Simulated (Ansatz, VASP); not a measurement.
# Zr2W in VASP and in Ansatz

```
CELL_PARAMETERS angstrom
5.79585 0.00000 0.00000
0.00000 5.79585 0.00000
0.00000 0.00000 4.47686
ATOMIC_POSITIONS crystal
Zr 0.31395 0.31395 0.00000
Zr 0.18605 0.81395 0.50000
Zr 0.68605 0.68605 0.00000
Zr 0.81395 0.18605 0.50000
W 0.00000 0.00000 0.00000
W 0.50000 0.50000 0.50000
```

Alike in both runs: functional PBE; k mesh 8 × 8 × 8; occupations gaussian, width 0.1 eV; no spin polarisation.

Ansatz relaxed the structure, and its values are those at the end. VASP's run is a single point on that final structure, the one shown.

|  | VASP | Ansatz |
| --- | --- | --- |
| version | VASP 6.6.1 | Ansatz 0.2.0 |
| potentials or method | VASP PAW PBE potentials, release 64 (Zr_sv, W_sv), cutoff 500 eV | scalar-relativistic, plane waves, PAW |
| valence electrons in the cell | 76 | 76 |

|  | VASP | Ansatz | Ansatz less VASP |
| --- | --- | --- | --- |
| gap on the k mesh at the Fermi level (eV) | none | none | - |
| pressure (GPa) | 0.2 | 0.0 | -0.22 |
| rms of the force components (eV/Å) | 0.006 | 0.001 | -0.0052 |

A gap of «none» marks a metal or a gap that the smearing closes.

Spin-orbit coupling is off throughout.
